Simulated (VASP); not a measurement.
Here is a VASP 6.6.1 calculation.

The input INCAR:

```
SYSTEM = H11C20O
PREC = Accurate ; ENCUT = 520
EDIFF = 1E-6 ; ISMEAR = 0
SIGMA = 0.05 ; LREAL = Auto
LASPH = .True. ; NELM = 150
ALGO = Normal ; ISIF = 2
LWAVE = .False. ; LCHARG = .False.
ISPIN = 2 ; MAGMOM = 0 0 0 0 0 0 0 0 0 0 0 0 0 0 0 0 0 0 0 0 0 0 0 0 0 0 0 0 0.31 0 0 0
LORBIT = 11 ; GGA = PS
NBANDS = 74
```

The input KPOINTS:

```
Automatic mesh
0
Gamma
  3 3 1
  0 0 0
```

POSCAR

```
H11C20O
1.0
    5.0487420000      0.0000000000      0.0000000000
    0.0000000000      5.0487420000      0.0000000000
    0.0000000000      0.0000000000     17.8355610000
H C O
11 20 1
Direct
    0.4277867635      0.0000000000      0.0560677626
    0.0722132365      0.0000000000      0.0560677626
    0.9277867635      0.0000000000      0.0560677626
    0.5722132365      0.0000000000      0.0560677626
    0.4277867635      0.5000000000      0.0560677626
    0.0722132365      0.5000000000      0.0560677626
    0.9277867635      0.5000000000      0.0560677626
    0.5722132365      0.5000000000      0.0560677626
    0.2504722959      0.5049648011      0.3432636630
    0.7498630352      0.4959764234      0.3444159676
    0.2193891072      1.1408095324      0.3944255524
    0.2500000990      0.0000000000      0.0916539715
    0.7500000990      0.0000000000      0.0916539715
    0.2500000990      0.5000000000      0.0916539715
    0.7500000990      0.5000000000      0.0916539715
    0.2500000990      0.2500000990      0.1416945057
    0.7500000990      0.2500000990      0.1416945057
    0.2500000990      0.7500000990      0.1416945057
    0.7500000990      0.7500000990      0.1416945057
    0.0005708353      0.2516436768      0.1876179841
    0.4996056443      0.2516884404      0.1875943235
    0.0000752663      0.7506252052      0.1953375619
    0.5001231990      0.7506355048      0.1953217507
   -0.0002612532      0.0158916815      0.2425491971
    0.5006700679      0.0159501119      0.2425351801
    0.0003363214      0.4852680133      0.2418290627
    0.5000441694      0.4853104001      0.2418198116
    0.2508171342      0.0932327301      0.2884335402
    0.7502766036      0.0964658127      0.2830953846
    0.2502314438      0.4152773107      0.2866646023
    0.7502056948      0.4116411573      0.2873287810
    0.2559411830      0.9907287796      0.3620576331
```

Potentials or basis: VASP PAW PBE potentials, release 64 (H, C, O).

The run is started by

```bash
$ cat potpaw_PBE.64/H/POTCAR potpaw_PBE.64/C/POTCAR potpaw_PBE.64/O/POTCAR > POTCAR
$ mpirun -np 1 vasp_std > vasp.out
```

(1) Estimate the net moment.

(2) Predict the site moments.

(3) Estimate the band gap on the k mesh.

## Answers

(1) 1.00 μB per cell.

(2) H +0.00, -0.00, +0.01 (each value once); C -0.00, +0.00, +0.01, +0.03, +0.43 (each value once); O +0.00 μB.

(3) 0.80 eV.

Caveat: there is no dipole correction, which matters where the two faces differ.
